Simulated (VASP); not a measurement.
# Si (Fd-3m) in VASP: a series of runs

The runs below take Si through single point, with LDA, PBE, PBEsol.

All numbers are computed with VASP 6.6.1; they aren't measurements. Logs are shortened: lines on timing, memory, paths and dates and some standing lists are left out, and cuts for length are marked.

### 1 The cell of the first run

Symmetry: Fd-3m, No. 227, cubic system. Conventional cell: a = 5.394 Å, b = 5.394 Å, c = 5.394 Å, α = 90.00°, β = 90.00°, γ = 90.00°. Within 3.1 Å of Si (site symmetry -43m) lie 4 Si at 2.34 Å.

### 2 Single point, LDA

Contents of INCAR:

```
SYSTEM = Si
ALGO     = Normal         ! electronic algorithm
EDIFF    = 1E-7           ! SCF threshold, eV
ENCUT    = 520            ! plane-wave cutoff, eV
ISIF     = 2              ! what is computed and relaxed
ISMEAR   = 0              ! smearing method
LASPH    = .True.         ! aspherical terms in the spheres
LCHARG   = .False.        ! write CHGCAR
LREAL    = .False.        ! projectors in reciprocal space
LWAVE    = .False.        ! write WAVECAR
NBANDS   = 11             ! bands
NELM     = 80             ! most SCF steps
PREC     = Accurate       ! precision mode
SIGMA    = 0.01           ! smearing width, eV
```

Contents of KPOINTS:

```
k-points
0
Gamma
  8 8 8
  0 0 0
```

Contents of POSCAR:

```
Si
1.0
    0.0000000000      2.6967780000      2.6967780000
    2.6967780000      0.0000000000      2.6967780000
    2.6967780000      2.6967780000      0.0000000000
Si
2
Direct
    0.0000000000      0.0000000000      0.0000000000
    0.2500000000      0.2500000000      0.2500000000
```

Potentials or basis: VASP PAW LDA potentials, release 64 (Si).

The run is started by

```sh
$ cat potpaw_LDA.64/Si/POTCAR > POTCAR
$ mpirun -np 1 vasp_std > vasp.out
```

OUTCAR:

```text
SYSTEM = Si
   EDIFF = 1E-7
   ENCUT = 520
   ISIF = 2
   ISMEAR = 0
   LASPH = .True.
   LREAL = .False.
   NELM = 80
   PREC = Accurate

 ion  position               nearest neighbor table
   1  0.000  0.000  0.000-   2 2.34   2 2.34   2 2.34   2 2.34
   2  0.250  0.250  0.250-   1 2.34   1 2.34   1 2.34   1 2.34

  LATTYP: Found a face centered cubic cell.
 ALAT       =     5.3935560000

  Lattice vectors:

 A1 = (   0.0000000000,   2.6967780000,   2.6967780000)
 A2 = (   2.6967780000,   0.0000000000,   2.6967780000)
 A3 = (   2.6967780000,   2.6967780000,   0.0000000000)

Analysis of symmetry for initial positions (statically):
=====================================================================
 Subroutine PRICEL returns:
 Original cell was already a primitive cell.

 Routine SETGRP: Setting up the symmetry group for a
 face centered cubic supercell.

 Subroutine GETGRP returns: Found 48 space group operations
 (whereof 24 operations were pure point group operations)
 out of a pool of 48 trial point group operations.

The static configuration has the point symmetry T_d .
 The point group associated with its full space group is O_h .

Analysis of symmetry for dynamics (positions and initial velocities):
=====================================================================
 Subroutine PRICEL returns:
 Original cell was already a primitive cell.

 Routine SETGRP: Setting up the symmetry group for a
 face centered cubic supercell.

 Subroutine GETGRP returns: Found 48 space group operations
 (whereof 24 operations were pure point group operations)
 out of a pool of 48 trial point group operations.

The dynamic configuration has the point symmetry T_d .
 The point group associated with its full space group is O_h .

 Subroutine INISYM returns: Found 48 space group operations
 (whereof 24 operations are pure point group operations),
 and found     1 'primitive' translations

----------------------------------------------------------------------------------------

                                     Primitive cell

  volume of cell :      39.2252

  direct lattice vectors                    reciprocal lattice vectors
     0.000000000  2.696778000  2.696778000    -0.185406437  0.185406437  0.185406437
     2.696778000  0.000000000  2.696778000     0.185406437 -0.185406437  0.185406437
     2.696778000  2.696778000  0.000000000     0.185406437  0.185406437 -0.185406437

  length of vectors
     3.813820022  3.813820022  3.813820022     0.321133369  0.321133369  0.321133369

  position of ions in fractional coordinates (direct lattice)
     0.000000000  0.000000000  0.000000000
[... 83 lines left out ...]
   NFREE  =      0    steps in history (QN), initial steepest desc. (CG)
   ISIF   =      2    stress and relaxation
   ISYM   =      2    0-nonsym 1-usesym 2-fastsym
   POTIM  = 0.5000    time-step for ionic-motion
   TEBEG  =    0.0;   TEEND  =   0.0 temperature during run
   PSTRESS=    0.0 pullay stress
   NELECT =       8.0000    total number of electrons
   NUPDOWN=      -1.0000    fix difference up-down
   EMIN   =  10.00;   EMAX   =-10.00  energy-range for DOS
   EFERMI =   0.00;   METHOD = LEGACY
   ISMEAR =     0;   SIGMA  =   0.01  broadening in eV -4-tet -1-fermi 0-gaus
   EFERMI_NEDOS =   21; number of points for ismear=-14 and -15
   IALGO  =     38    algorithm
   IMIX   =      4    mixing-type and parameters
     AMIX     =   0.40;   BMIX     =  1.00
     AMIX_MAG =   1.60;   BMIX_MAG =  1.00
  volume/ion in A,a.u.               =      19.61       132.35
  Fermi-wavevector in a.u.,A,eV,Ry     =   0.963643  1.821022 12.634484  0.928608
  Thomas-Fermi vector in A             =   2.093206
   LORBIT       =      0    0 simple, 1 ext, 2 COOP (PROOUT), +10 PAW based schemes
   GGA     = CA    functional components
   LHFCALC =     F    Hartree Fock is set to
   AEXX    =    0.0000 exact exchange contribution
   IVDW    =     0    specifies the selected vdW correction
   LEPSILON=     F    determine dielectric tensor
   LRPA    =     F    only Hartree local field effects (RPA)
 non-spin polarized calculation
 Gauss-broadening in eV      SIGMA  =   0.01
  energy-cutoff  :      520.00
  volume of cell :       39.23
 maximum number of plane-waves:      1067
   NGX = 15   NGY = 15   NGZ = 15

 number of electron       8.0000001 magnetization

 Free energy of the ion-electron system (eV)
  ---------------------------------------------------
  ext. energy  EPLUGINS =         0.00000000
  ---------------------------------------------------
  free energy    TOTEN  =       -11.91522823 eV

  energy without entropy =      -11.91522823  energy(sigma->0) =      -11.91522823

 E-fermi :   6.0507     XC(G=0):  -9.6828

 val. band max:        5.9833396641   @ k =   0.0000   0.0000   0.0000
 cond. band min:       6.4653606618   @ k =   0.3750   0.3750   0.0000
 fundamental gap:      0.4820209977
 Fermi energy:         6.0507327916

 k-point     1 :       0.0000    0.0000    0.0000
  band No.  band energies     occupation
      1      -6.1160      2.00000
      2       5.9833      2.00000
      3       5.9833      2.00000
      4       5.9833      2.00000
      5       8.5154      0.00000
      6       8.5154      0.00000
      7       8.5154      0.00000
      8       9.4296      0.00000
      9      13.7209      0.00000
     10      13.7209      0.00000
     11      13.7477      0.00000
[... 309 lines left out ...]
 k-point    24 :      -0.3750    0.2500    0.1250
  band No.  band energies     occupation
      1      -3.1785      2.00000
      2      -0.8911      2.00000
      3       2.4547      2.00000
      4       3.7712      2.00000
      5       9.0135      0.00000
      6       9.0199      0.00000
      7      11.8897      0.00000
      8      13.0645      0.00000
      9      13.3717      0.00000
     10      16.5329      0.00000
     11      17.7112      0.00000

 [... further k-points ...]
[... 5 lines left out ...]
  --------------------------------------------------------------------------------------
  -------------------------------------------------------------------------------------
  Total        0.1255498      0.1255498      0.1255498     -0.0000000      0.0000000     -0.0000000
  in kB        5.1281548      5.1281548      5.1281548     -0.0000000      0.0000000     -0.0000000
  external PRESSURE =       5.1281548 kB  Pullay stress =       0.0000000 kB

 VOLUME and BASIS-vectors are now :
 -----------------------------------------------------------------------------
  energy-cutoff  :      520.00
  volume of cell :       39.23
      direct lattice vectors                 reciprocal lattice vectors
     0.000000000  2.696778000  2.696778000    -0.185406437  0.185406437  0.185406437
     2.696778000  0.000000000  2.696778000     0.185406437 -0.185406437  0.185406437
     2.696778000  2.696778000  0.000000000     0.185406437  0.185406437 -0.185406437

 POSITION                                       TOTAL-FORCE (eV/Angst)
 -----------------------------------------------------------------------------------
      0.00000      0.00000      0.00000         0.000000      0.000000      0.000000
      1.34839      1.34839      1.34839        -0.000000     -0.000000     -0.000000
 -----------------------------------------------------------------------------------
    total drift:                                0.000000      0.000000     -0.000000

  FREE ENERGIE OF THE ION-ELECTRON SYSTEM (eV)
  ---------------------------------------------------
  free  energy   TOTEN  =       -11.9152282255 eV

  energy  without entropy=      -11.9152282255  energy(sigma->0) =      -11.91522823
```

stdout:

```text
POSCAR found type information on POSCAR Si
 POSCAR found :  1 types and       2 ions
 scaLAPACK will be used
 LDA part: xc-table for (Slater(with rela. corr.)+CA(PZ))
 , standard interpolation
 POSCAR, INCAR and KPOINTS ok, starting setup
 FFT: planning ... GRIDC
 FFT: planning ... GRID_SOFT
 FFT: planning ... GRID
 WAVECAR not read
 entering main loop
```

Wall time 4.4 s (1 thread of Intel Xeon 6975P-C (Granite Rapids), shared host); peak memory 0.13 GiB.

What came out:

| Quantity | Value |
| --- | --- |
| Free energy | -11.9152 eV |
| Pressure | 0.5 GPa |
| Band gap on the k mesh | 0.48 eV, indirect (least direct gap 2.53 eV) |

### 3 Single point, PBE

Contents of INCAR:

```
SYSTEM = Si
PREC = Accurate
ENCUT = 520
EDIFF = 1E-7
ISMEAR = 0
SIGMA = 0.01
LREAL = .FALSE.
LASPH = .TRUE.
NELM = 80
ALGO = Normal
ISIF = 2
LWAVE = .FALSE.
LCHARG = .TRUE.
GGA = PE
LELF = .TRUE.
LVHAR = .TRUE.
NBANDS = 11
```

Contents of KPOINTS:

```
regular mesh
0
G
  8 8 8
  0 0 0
```

POSCAR is that of step 2.

Potentials or basis: VASP PAW PBE potentials, release 64 (Si).

The run is started by

```sh
$ cat potpaw_PBE.64/Si/POTCAR > POTCAR
$ mpirun -np 1 vasp_std > vasp.out
```

OUTCAR:

```text
SYSTEM = Si
   PREC = Accurate
   ENCUT = 520
   EDIFF = 1E-7
   ISMEAR = 0
   LREAL = .FALSE.
   LASPH = .TRUE.
   NELM = 80
   ISIF = 2
   GGA = PE

 ion  position               nearest neighbor table
   1  0.000  0.000  0.000-   2 2.34   2 2.34   2 2.34   2 2.34
   2  0.250  0.250  0.250-   1 2.34   1 2.34   1 2.34   1 2.34

  LATTYP: Found a face centered cubic cell.
 ALAT       =     5.3935560000

  Lattice vectors:

 A1 = (   0.0000000000,   2.6967780000,   2.6967780000)
 A2 = (   2.6967780000,   0.0000000000,   2.6967780000)
 A3 = (   2.6967780000,   2.6967780000,   0.0000000000)
[... 514 lines left out ...]
      7      12.0112      0.00000
      8      13.2080      0.00000
      9      13.5244      0.00000
     10      16.6924      0.00000
     11      17.8864      0.00000

 [... further k-points ...]
[... 5 lines left out ...]
  --------------------------------------------------------------------------------------
  -------------------------------------------------------------------------------------
  Total        0.9891420      0.9891420      0.9891420      0.0000000      0.0000000     -0.0000000
  in kB       40.4020726     40.4020726     40.4020726      0.0000000      0.0000000     -0.0000000
  external PRESSURE =      40.4020726 kB  Pullay stress =       0.0000000 kB

 VOLUME and BASIS-vectors are now :
 -----------------------------------------------------------------------------
  energy-cutoff  :      520.00
  volume of cell :       39.23
      direct lattice vectors                 reciprocal lattice vectors
     0.000000000  2.696778000  2.696778000    -0.185406437  0.185406437  0.185406437
     2.696778000  0.000000000  2.696778000     0.185406437 -0.185406437  0.185406437
     2.696778000  2.696778000  0.000000000     0.185406437  0.185406437 -0.185406437

 POSITION                                       TOTAL-FORCE (eV/Angst)
 -----------------------------------------------------------------------------------
      0.00000      0.00000      0.00000         0.000000      0.000000      0.000000
      1.34839      1.34839      1.34839        -0.000000     -0.000000     -0.000000
 -----------------------------------------------------------------------------------
    total drift:                                0.000000      0.000000     -0.000000

  FREE ENERGIE OF THE ION-ELECTRON SYSTEM (eV)
  ---------------------------------------------------
  free  energy   TOTEN  =       -10.8257859705 eV

  energy  without entropy=      -10.8257859705  energy(sigma->0) =      -10.82578597
```

OSZICAR:

```text
N       E                     dE             d eps       ncg     rms          rms(c)
DAV:   1     0.589881789838E+01    0.58988E+01   -0.31685E+03   638   0.558E+02
DAV:   2    -0.105176485690E+02   -0.16416E+02   -0.15819E+02   834   0.826E+01
DAV:   3    -0.110152209096E+02   -0.49757E+00   -0.49663E+00   823   0.121E+01
DAV:   4    -0.110190184935E+02   -0.37976E-02   -0.37971E-02   759   0.135E+00
DAV:   5    -0.110190560781E+02   -0.37585E-04   -0.37584E-04   841   0.123E-01    0.502E+00
DAV:   6    -0.108847102895E+02    0.13435E+00   -0.78095E-02   713   0.115E+00    0.306E+00
DAV:   7    -0.108243176911E+02    0.60393E-01   -0.14757E-01   716   0.169E+00    0.204E-01
DAV:   8    -0.108255627932E+02   -0.12451E-02   -0.62650E-03   722   0.430E-01    0.826E-02
DAV:   9    -0.108257598024E+02   -0.19701E-03   -0.18666E-04   787   0.848E-02    0.610E-02
DAV:  10    -0.108257853489E+02   -0.25547E-04   -0.21995E-05   757   0.271E-02    0.632E-03
DAV:  11    -0.108257858106E+02   -0.46167E-06   -0.20898E-06   748   0.751E-03    0.340E-03
DAV:  12    -0.108257859182E+02   -0.10757E-06   -0.43060E-07   698   0.414E-03    0.236E-03
DAV:  13    -0.108257859705E+02   -0.52307E-07   -0.48680E-09   484   0.473E-04
   1 F= -.10825786E+02 E0= -.10825786E+02  d E =-.229843E-31
```

stdout:

```text
POSCAR found type information on POSCAR Si
 POSCAR found :  1 types and       2 ions
 scaLAPACK will be used
 LDA part: xc-table for (Slater+PW92), standard interpolation
 POSCAR, INCAR and KPOINTS ok, starting setup
 FFT: planning ... GRIDC
 FFT: planning ... GRID_SOFT
 FFT: planning ... GRID
 WAVECAR not read
 entering main loop
```

It took 5.9 s on 1 thread of Intel Xeon 6975P-C (Granite Rapids), shared host; peak memory 0.14 GiB.

What came out:

| Quantity | Value |
| --- | --- |
| Free energy | -10.8258 eV |
| Pressure | 4.0 GPa |
| Band gap on the k mesh | 0.58 eV, indirect (least direct gap 2.57 eV) |

### 4 Single point, PBEsol

Contents of INCAR:

```
PREC = Accurate ; ENCUT = 520
EDIFF = 1E-6 ; ISMEAR = 0
SIGMA = 0.01 ; LREAL = False
LASPH = True ; NELM = 60
ALGO = Normal ; ISIF = 2
LWAVE = False ; LCHARG = False
GGA = PS ; NBANDS = 11
```

Contents of KPOINTS:

```
regular mesh
0
Gamma
  8 8 8
```

POSCAR is that of step 3.

The run is started by

```sh
$ cat potpaw_PBE.64/Si/POTCAR > POTCAR
$ mpirun -np 1 vasp_std > vasp.out
```

Wall time 4.4 s (1 thread of Intel Xeon 6975P-C (Granite Rapids), shared host); peak memory 0.14 GiB.

It converged, with:

```
Free energy            : -11.4825 eV
Pressure               : 2.3 GPa
Band gap on the k mesh : 0.47 eV, indirect (least direct gap 2.52 eV)
```

Levels at points of the mesh, in eV from the valence-band top:
```csv
k point,band 1,band 2,band 3,band 4,band 5,band 6,band 7,band 8
"(0.00, 0.00, 0.00)",-12.13,0.00,0.00,0.00,2.52,2.52,2.52,3.56
"(0.50, 0.00, 0.00)",-9.73,-7.11,-1.22,-1.22,1.54,3.26,3.26,7.54
"(0.50, 0.50, 0.00)",-7.90,-7.90,-2.93,-2.93,0.55,0.55,10.24,10.24
```

Caveat: the PAW data sets were made with another functional, which shifts forces and pressure a little.

### 5 The runs side by side

| level | potentials or basis | gap on the mesh (eV) | pressure (GPa) |
| --- | --- | --- | --- |
| LDA | VASP PAW LDA potentials, release 64 (Si) | 0.48 | 0.5 |
| PBE | VASP PAW PBE potentials, release 64 (Si) | 0.58 | 4.0 |
| PBEsol | VASP PAW PBE potentials, release 64 (Si) | 0.47 | 2.3 |

Alike in all rows: task single point; no spin polarisation; cell as given; k mesh 8 × 8 × 8; cutoff (eV) 520; smearing gaussian 0.01 eV.

Caveats: the PAW data sets were made with another functional, which shifts forces and pressure a little (some runs).

Total energies depend on the potentials used, so only differences within one code and one set of settings carry meaning.
